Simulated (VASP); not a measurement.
Set up this calculation in VASP 6.6.1, as the native input.

```
Task                   : single point
Functional             : LDA
Potentials or basis    : VASP PAW LDA potentials, release 64 (Cu)
Cutoff                 : 520 eV
k mesh                 : 13 × 13 × 7
Occupations            : fermi-dirac, width 0.1 eV
Spin                   : no spin polarisation
Dipole correction      : no
Further INCAR settings : ALGO = Normal; EDIFF = 1e-07; NBANDS = 18
```

The structure of Cu lies in POSCAR:

```
Cu
1.0
    2.4911379043      0.0000000000      0.0000000000
   -1.2455684606      2.1573883382      0.0000000000
    0.0000000000      0.0000000000      4.0428529382
Cu
2
Direct
    0.3333333333      0.6666666667      0.2500000000
    0.6666666667      0.3333333333      0.7500000000
```

One way to write it, as run:

INCAR

```
ALGO = Normal
EDIFF = 1E-7
ENCUT = 520
ISIF = 2
ISMEAR = -1
LASPH = True
LCHARG = False
LREAL = False
LWAVE = False
NBANDS = 18
NELM = 60
PREC = Accurate
SIGMA = 0.1
```

KPOINTS

```
k-points
0
Gamma
  13 13 7
```

Potentials or basis: VASP PAW LDA potentials, release 64 (Cu).

The run is started by

```console
$ cat potpaw_LDA.64/Cu/POTCAR > POTCAR
$ mpirun -np 1 vasp_std > vasp.out
```

It gave:

| Item | Value |
| --- | --- |
| Pressure | 1.3 GPa |
| Band gap on the k mesh | zero (band 11 reaches 11.62 eV, above the bottom of band 12 at 6.40 eV) |

It took 24 s on 1 thread of Intel(R) Xeon(R) Platinum 8488C (Sapphire Rapids) (shared host), peak memory 0.14 GiB.
